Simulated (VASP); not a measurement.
# Se (C2/c) in VASP: single point with LDA

Aim: the single point of Se with LDA.

Program: VASP 6.6.1. These are calculated values, not measurements. Logs are shortened: lines on timing, memory, paths and dates and some standing lists are left out, and cuts for length are marked.

### Step 1. The cell of the first run

It takes space group C2/c (No. 15, monoclinic). Conventional cell: a = 2.773 Å, b = 7.498 Å, c = 4.516 Å, α = 90.00°, β = 90.97°, γ = 90.00°. Within 3.3 Å of Se (site symmetry 2) lie 4 Se at 2.50 to 2.77 Å.

### Step 2. Single point, LDA

The input, INCAR:

```
PREC = Accurate
ENCUT = 520
EDIFF = 1E-6
ISMEAR = -1
SIGMA = 0.1
LREAL = False
LASPH = True
NELM = 60
ALGO = Normal
ISIF = 2
LWAVE = False
LCHARG = False
GGA = CA
ISYM = 0
NBANDS = 13
```

The input, KPOINTS:

```
regular mesh
0
Gamma
  12 12 8
```

The input, POSCAR:

```
Se
1.0
   -2.8251555483      2.4769864242      1.3643942702
    2.4769864242     -2.8251555483      1.3643942702
    3.4999057278      3.4999057278     -2.0020666587
Se
2
Direct
    0.0538134276      0.9461865724      0.0000000000
    0.6961865724      0.3038134276      0.5000000000
```

Potentials or basis: VASP PAW LDA potentials, release 64 (Se).

On the command line:

```bash
> cat potpaw_LDA.64/Se/POTCAR > POTCAR
> mpirun -np 1 vasp_std > vasp.out
```

OUTCAR:

```text
PREC = Accurate
   ENCUT = 520
   EDIFF = 1E-6
   ISMEAR = -1
   LREAL = False
   LASPH = True
   NELM = 60
   ISIF = 2
   GGA = CA
   ISYM = 0

 ion  position               nearest neighbor table
   1  0.054  0.946  0.000-   2 2.50   2 2.50
   2  0.696  0.304  0.500-   1 2.50   1 2.50

IMPORTANT INFORMATION: All symmetrisations will be switched off!
NOSYMM: (Re-)initialisation of all symmetry stuff for point group C_1.

----------------------------------------------------------------------------------------

                                     Primitive cell

  volume of cell :      46.9422

  direct lattice vectors                    reciprocal lattice vectors
    -2.825155548  2.476986424  1.364394270     0.018765588  0.207368611  0.395315698
     2.476986424 -2.825155548  1.364394270     0.207368611  0.018765588  0.395315698
     3.499905728  3.499905728 -2.002066659     0.154108857  0.154108857  0.039325836

  length of vectors
     3.997316267  3.997316267  5.339190118     0.446797928  0.446797928  0.221462415

  position of ions in fractional coordinates (direct lattice)
     0.053813428  0.946186572  1.000000000
     0.696186572  0.303813428  0.500000000

  ion indices of the primitive-cell ions
   primitive index   ion index
                 1           1
                 2           2

----------------------------------------------------------------------------------------

 KPOINTS: regular mesh

Automatic generation of k-mesh.
 Grid dimensions read from file:
 generate k-points for:   12   12    8

 Generating k-lattice:

  Cartesian coordinates                     Fractional coordinates (reciprocal lattice)
     0.001563799  0.017280718  0.032942975     0.083333333 -0.000000000  0.000000000
     0.017280718  0.001563799  0.032942975    -0.000000000  0.083333333  0.000000000
     0.019263607  0.019263607  0.004915730    -0.000000000 -0.000000000  0.125000000

  Length of vectors
     0.037233161  0.037233161  0.027682802

  Shift w.r.t. Gamma in fractional coordinates (k-lattice)
     0.000000000  0.000000000  0.000000000

 Subroutine IBZKPT returns following result:
 ===========================================

 Found    580 irreducible k-points:

 Following reciprocal coordinates:
            Coordinates               Weight
  0.000000  0.000000  0.000000      1.000000
  0.083333  0.000000 -0.000000      2.000000
  0.000000 -0.083333  0.000000      2.000000
  0.166667  0.000000 -0.000000      2.000000
 -0.000000 -0.166667  0.000000      2.000000
  0.250000  0.000000 -0.000000      2.000000
[... 16 lines left out ...]
  0.500000  0.083333 -0.000000      2.000000
 -0.083333  0.500000  0.000000      2.000000
 [... further k-points ...]
   k-points           NKPTS =    580   k-points in BZ     NKDIM =    580   number of bands    NBANDS=     13
   number of dos      NEDOS =    301   number of ions     NIONS =      2
   total plane-waves  NPLWV =  36000
   dimension x,y,z NGX =    30 NGY =   30 NGZ =   40
   dimension x,y,z NGXF=    60 NGYF=   60 NGZF=   80
   ions per type =               2
   NGX,Y,Z   is equivalent  to a cutoff of  12.48, 12.48, 12.45 a.u.
   NGXF,Y,Z  is equivalent  to a cutoff of  24.95, 24.95, 24.91 a.u.
 SYSTEM =  unknown system
   PREC   = accura    normal or accurate (medium, high low for compatibility)
   ISTART =      0    job   : 0-new  1-cont  2-samecut
   ICHARG =      2    charge: 1-file 2-atom 10-const
   ISPIN  =      1    spin polarized calculation?
   LNONCOLLINEAR =      F non collinear calculations
   LSORBIT =      F    spin-orbit coupling
   LASPH  =      T    aspherical Exc in radial PAW
   ENCUT  =  520.0 eV  38.22 Ry    6.18 a.u.   7.43  7.43  9.93*2*pi/ulx,y,z
   NELM   =     60;   NELMIN=  2; NELMDL= -5     # of ELM steps
   EDIFF  = 0.1E-05   stopping-criterion for ELM
   LREAL  =      F    real-space projection
   EDIFFG = 0.1E-04   stopping-criterion for IOM
   NSW    =      0    number of steps for IOM
   IBRION =     -1    ionic relax: 0-MD 1-quasi-New 2-CG
   NFREE  =      0    steps in history (QN), initial steepest desc. (CG)
   ISIF   =      2    stress and relaxation
   ISYM   =      0    0-nonsym 1-usesym 2-fastsym
   POTIM  = 0.5000    time-step for ionic-motion
   TEBEG  =    0.0;   TEEND  =   0.0 temperature during run
   PSTRESS=    0.0 pullay stress
   NELECT =      12.0000    total number of electrons
   NUPDOWN=      -1.0000    fix difference up-down
   EMIN   =  10.00;   EMAX   =-10.00  energy-range for DOS
   EFERMI =   0.00;   METHOD = LEGACY
   ISMEAR =    -1;   SIGMA  =   0.10  broadening in eV -4-tet -1-fermi 0-gaus
   EFERMI_NEDOS =   21; number of points for ismear=-14 and -15
   IALGO  =     38    algorithm
   IMIX   =      4    mixing-type and parameters
     AMIX     =   0.40;   BMIX     =  1.00
     AMIX_MAG =   1.60;   BMIX_MAG =  1.00
  volume/ion in A,a.u.               =      23.47       158.39
  Fermi-wavevector in a.u.,A,eV,Ry     =   1.038996  1.963418 14.687672  1.079513
  Thomas-Fermi vector in A             =   2.173506
   LORBIT       =      0    0 simple, 1 ext, 2 COOP (PROOUT), +10 PAW based schemes
   GGA     = CA    functional components
   LHFCALC =     F    Hartree Fock is set to
   AEXX    =    0.0000 exact exchange contribution
   IVDW    =     0    specifies the selected vdW correction
   LEPSILON=     F    determine dielectric tensor
   LRPA    =     F    only Hartree local field effects (RPA)
 non-spin polarized calculation
  energy-cutoff  :      520.00
  volume of cell :       46.94
 maximum number of plane-waves:      1281
 NGX is ok and might be reduce to    30
   NGX = 15   NGY = 15   NGZ = 19

 number of electron      12.0000002 magnetization

 Free energy of the ion-electron system (eV)
  ---------------------------------------------------
  ext. energy  EPLUGINS =         0.00000000
  ---------------------------------------------------
  free energy    TOTEN  =        -8.03489656 eV

  energy without entropy =       -8.00640251  energy(sigma->0) =       -8.02064953

 E-fermi :   4.1907     XC(G=0):  -9.9120

 val. band max:        4.1855729478   @ k =  -0.0833  -0.4167  -0.2500
 cond. band min:       4.2116258630   @ k =  -0.2500   0.0833  -0.3750
 fundamental gap:      0.0260529151
 Fermi energy:         4.1907179277

 k-point     1 :       0.0000    0.0000    0.0000
  band No.  band energies     occupation
      1     -12.1129      2.00000
      2      -7.7250      2.00000
      3      -2.6569      2.00000
      4       1.7531      2.00000
      5       2.4876      2.00000
      6       6.2535      0.00000
      7       6.9062      0.00000
      8       8.6477      0.00000
      9      10.3197      0.00000
     10      10.6960      0.00000
     11      13.1043      0.00000
     12      13.2928      0.00000
     13      16.9506      0.00000

 k-point     2 :       0.0833    0.0000   -0.0000
  band No.  band energies     occupation
      1     -11.9531      2.00000
      2      -7.7949      2.00000
      3      -2.3553      2.00000
      4       1.7179      2.00000
      5       2.7061      2.00000
      6       5.2555      0.00005
      7       6.7036      0.00000
      8       7.7574      0.00000
      9      10.3544      0.00000
     10      10.9390      0.00000
     11      13.6810      0.00000
     12      14.5356      0.00000
     13      16.9484      0.00000

 k-point     3 :       0.0000   -0.0833    0.0000
  band No.  band energies     occupation
      1     -11.9531      2.00000
      2      -7.7949      2.00000
      3      -2.3553      2.00000
      4       1.7179      2.00000
      5       2.7061      2.00000
      6       5.2555      0.00005
      7       6.7036      0.00000
      8       7.7574      0.00000
      9      10.3544      0.00000
     10      10.9390      0.00000
     11      13.6810      0.00000
     12      14.5356      0.00000
     13      16.9484      0.00000

 k-point     4 :       0.1667    0.0000   -0.0000
  band No.  band energies     occupation
      1     -11.4831      2.00000
      2      -7.9242      2.00000
      3      -1.5957      2.00000
      4       1.8016      2.00000
      5       3.0384      1.99998
      6       3.3800      1.99940
      7       5.7744      0.00000
      8       6.5262      0.00000
      9      10.4273      0.00000
     10      11.6353      0.00000
     11      14.3132      0.00000
     12      14.6814      0.00000
     13      16.4332      0.00000

 k-point     5 :      -0.0000   -0.1667    0.0000
  band No.  band energies     occupation
      1     -11.4831      2.00000
      2      -7.9242      2.00000
      3      -1.5957      2.00000
      4       1.8016      2.00000
      5       3.0384      1.99998
      6       3.3800      1.99940
      7       5.7744      0.00000
      8       6.5262      0.00000
      9      10.4273      0.00000
     10      11.6353      0.00000
     11      14.3132      0.00000
     12      14.6814      0.00000
     13      16.4332      0.00000
[... 257 lines left out ...]
 k-point    22 :      -0.0833   -0.4167    0.0000
  band No.  band energies     occupation
      1      -8.1612      2.00000
      2      -8.1450      2.00000
      3      -1.3783      2.00000
      4      -1.3563      2.00000
      5       1.4321      2.00000
      6       1.5009      2.00000
      7       6.6388      0.00000
      8       6.6512      0.00000
      9       9.4649      0.00000
     10       9.4832      0.00000
     11      13.3284      0.00000
     12      13.5206      0.00000
     13      16.7254      0.00000

 k-point    23 :       0.5000    0.0833   -0.0000
  band No.  band energies     occupation
      1      -8.7909      2.00000
      2      -7.8858      2.00000
      3      -1.3653      2.00000
      4      -0.4619      2.00000
      5       0.7713      2.00000
      6       1.6170      2.00000
      7       5.7661      0.00000
      8       7.1476      0.00000
      9       9.7438      0.00000
     10      10.0562      0.00000
     11      13.2373      0.00000
     12      14.5392      0.00000
     13      16.4742      0.00000

 k-point    24 :      -0.0833    0.5000    0.0000
  band No.  band energies     occupation
      1      -8.7909      2.00000
      2      -7.8858      2.00000
      3      -1.3653      2.00000
      4      -0.4619      2.00000
      5       0.7713      2.00000
      6       1.6170      2.00000
      7       5.7661      0.00000
      8       7.1476      0.00000
      9       9.7438      0.00000
     10      10.0562      0.00000
     11      13.2373      0.00000
     12      14.5392      0.00000
     13      16.4742      0.00000

 [... further k-points ...]
[... 5 lines left out ...]
  --------------------------------------------------------------------------------------
  -------------------------------------------------------------------------------------
  Total        0.0552099      0.0552102      0.0498927      0.0370965      0.0041563      0.0041563
  in kB        1.8843602      1.8843687      1.7028784      1.2661358      0.1418571      0.1418587
  external PRESSURE =       1.8238691 kB  Pullay stress =       0.0000000 kB

 VOLUME and BASIS-vectors are now :
 -----------------------------------------------------------------------------
  energy-cutoff  :      520.00
  volume of cell :       46.94
      direct lattice vectors                 reciprocal lattice vectors
    -2.825155548  2.476986424  1.364394270     0.018765588  0.207368611  0.395315698
     2.476986424 -2.825155548  1.364394270     0.207368611  0.018765588  0.395315698
     3.499905728  3.499905728 -2.002066659     0.154108857  0.154108857  0.039325836

 POSITION                                       TOTAL-FORCE (eV/Angst)
 -----------------------------------------------------------------------------------
      2.19166     -2.53983      1.36439         0.011149     -0.011149     -0.000000
      0.53566      2.61608      0.36336        -0.011149      0.011149      0.000000
 -----------------------------------------------------------------------------------
    total drift:                               -0.000001      0.000001     -0.000000

  FREE ENERGIE OF THE ION-ELECTRON SYSTEM (eV)
  ---------------------------------------------------
  free  energy   TOTEN  =        -8.0348965631 eV

  energy  without entropy=       -8.0064025056  energy(sigma->0) =       -8.02064953
```

It took 3.9 min on 1 thread of Intel Xeon Platinum 8259CL at 2.50GHz (Skylake/Cascade Lake), shared host; peak memory 0.39 GiB.

What came out:

| Property | Result |
| --- | --- |
| Free energy | -8.0349 eV |
| Pressure | 0.2 GPa |
| Largest force | 0.016 eV/Å |
| Band gap on the k mesh | zero (band 6 reaches 6.57 eV, above the bottom of band 7 at 2.41 eV) |

Forces on the atoms (eV/Å):
```
Se   0.011 -0.011  0.000
Se  -0.011  0.011  0.000
```
